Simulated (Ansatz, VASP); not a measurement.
## Ta4Al in VASP and in Ansatz

```
CELL_PARAMETERS angstrom
-1.70135 1.70135 7.64973
1.70135 -1.70135 7.64973
1.70135 1.70135 -7.64973
ATOMIC_POSITIONS crystal
Ta 0.19666 0.19666 0.00000
Ta 0.80334 0.80334 0.00000
Ta 0.59573 0.59573 0.00000
Ta 0.40427 0.40427 0.00000
Al 0.00000 0.00000 0.00000
```

Alike in both runs: functional PBE; k mesh 7 × 7 × 7; occupations gaussian, width 0.2 eV; no spin polarisation.

Ansatz relaxed the structure, and its values are those at the end. VASP's run is a single point on that final structure, the one shown.

|  | VASP | Ansatz |
| --- | --- | --- |
| version | VASP 6.6.1 | Ansatz 0.2.0 |
| potentials or method | VASP PAW PBE potentials, release 64 (Ta_pv, Al), cutoff 520 eV | scalar-relativistic, plane waves, PAW |
| valence electrons in the cell | 47 | 55 |

Ansatz gave:

| Property | Result |
| --- | --- |
| gap on the k mesh at the Fermi level (eV) | none |
| pressure (GPa) | 0.0 |
| rms of the force components (eV/Å) | 0.004 |

**Question.** Estimate VASP's values.

**Answer.** gap on the k mesh at the Fermi level (eV): none; pressure (GPa): 0.0; rms of the force components (eV/Å): 0.002.

A gap of «none» marks a metal or a gap that the smearing closes. The functional is the same, so the differences come from potentials, cutoffs and numerics. VASP's potentials hold 47 valence electrons a cell and Ansatz's 55, so a difference there can come from the potentials and not from the codes.

The k mesh is coarse, so the values compare programs but aren't converged. Neither program's run includes spin-orbit coupling.
